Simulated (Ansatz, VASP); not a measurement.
# Two plane-wave programs on Ir

```
Ir
1.0
     4.31300    0.00000    0.00000
    -2.15650    3.73517    0.00000
     0.00000    0.00000    2.65831
Ir
3
Direct
  0.00000 0.00000 0.00000
  0.33333 0.66667 0.50000
  0.66667 0.33333 0.50000
```

Alike in both runs: functional LDA; k mesh 9 × 9 × 12; occupations fermi-dirac, width 0.1 eV; no spin polarisation.

Ansatz relaxed the structure, and its values are those at the end. VASP's run is a single point on that final structure, the one shown.

|  | VASP | Ansatz |
| --- | --- | --- |
| version | VASP 6.6.1 | Ansatz 0.2.0 |
| potentials or method | VASP PAW LDA potentials, release 64 (Ir), cutoff 520 eV | plane waves (420 eV) with PAW, scalar-relativistic |
| valence electrons in the cell | 27 | 51 |

```csv
,VASP,Ansatz,Ansatz less VASP
pressure (GPa),2.2,0.0,-2.27
```

Ansatz warns that its potentials were made for another functional, while VASP's fit it. LDA's correlation is that of Perdew and Zunger in VASP and of Perdew and Wang (1992) in Ansatz. VASP's potentials hold 27 valence electrons a cell and Ansatz's 51, so a difference there can come from the potentials and not from the codes.

Spin-orbit coupling is off throughout.
